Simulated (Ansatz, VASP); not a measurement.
## Two plane-wave programs on CdPbO2

Contents of INCAR:

```
SYSTEM = CdPbO2
ALGO = Normal
EDIFF = 1E-7
EDIFFG = -0.01
ENCUT = 600
GGA = PE
IBRION = 2
ISIF = 3
ISMEAR = 0
LASPH = .True.
LCHARG = .False.
LREAL = .False.
LWAVE = .False.
NELM = 60
NSW = 100
PREC = Accurate
SIGMA = 0.02
```

File KPOINTS:

```
k-points
0
Gamma
  12 12 6
  0 0 0
```

File POSCAR:

```
CdPbO2
1.0
    3.4626983684      0.0000000000      0.0000000000
   -1.7313491842      2.9987847527      0.0000000000
    0.0000000000      0.0000000000      6.1456263710
Cd Pb O
1 1 2
Direct
    0.0000000000      0.0000000000      0.5000000000
    0.0000000000      0.0000000000      0.0000000000
    0.3333333333      0.6666666667      0.2778749883
    0.6666666667      0.3333333333      0.7221250117
```

Input for Ansatz:

```yaml
crystal:
  lattice:
    - [3.4626983684, 0.0, 0.0]
    - [-1.7313491842, 2.9987847527, 0.0]
    - [0.0, 0.0, 6.145626371]
  atoms:
    - { symbol: Cd, position: [0.0, 0.0, 0.5] }
    - { symbol: Pb, position: [0.0, 0.0, 0.0] }
    - { symbol: O, position: [0.3333333333, 0.6666666667, 0.2778749883] }
    - { symbol: O, position: [0.6666666667, 0.3333333333, 0.7221250117] }
basis:
  ecutwfc: 420
kpoints:
  mp_grid: { grid: [12, 12, 6] }
hamiltonian:
  xc: pbe
scf:
  occupations: { method: gaussian, width: 0.02 }
output:
  forces: true
  stress: true
  eigenvalues: true
relax:
  adjacent_minimum: "off"
  f_tol: 0.01
  max_steps: 80
  cell: { stress_tol: 0.05 }
```

Alike in both runs: task relaxation of cell and atoms; functional PBE; k mesh 12 × 12 × 6; occupations gaussian, width 0.02 eV; no spin polarisation.

|  | VASP | Ansatz |
| --- | --- | --- |
| version | VASP 6.6.1 | Ansatz 0.2.0 |
| potentials or method | VASP PAW PBE potentials, release 64 (Cd, Pb_d, O), cutoff 600 eV | scalar-relativistic, plane waves, PAW |
| valence electrons in the cell | 38 | 46 |

Ansatz gave:

- gap on the k mesh at the Fermi level, each at its own relaxed structure (eV): 0.26
- relaxed volume (Å³/atom): 15.97
- relaxed cell length with the largest relative difference (Å): 6.153

Problem. Estimate VASP's values.

Solution. gap on the k mesh at the Fermi level, each at its own relaxed structure (eV): 0.25; relaxed volume (Å³/atom): 16.02; relaxed cell length with the largest relative difference (Å): 6.161.

VASP's potentials hold 38 valence electrons a cell and Ansatz's 46, so a difference there can come from the potentials and not from the codes.

Neither program's run includes spin-orbit coupling.
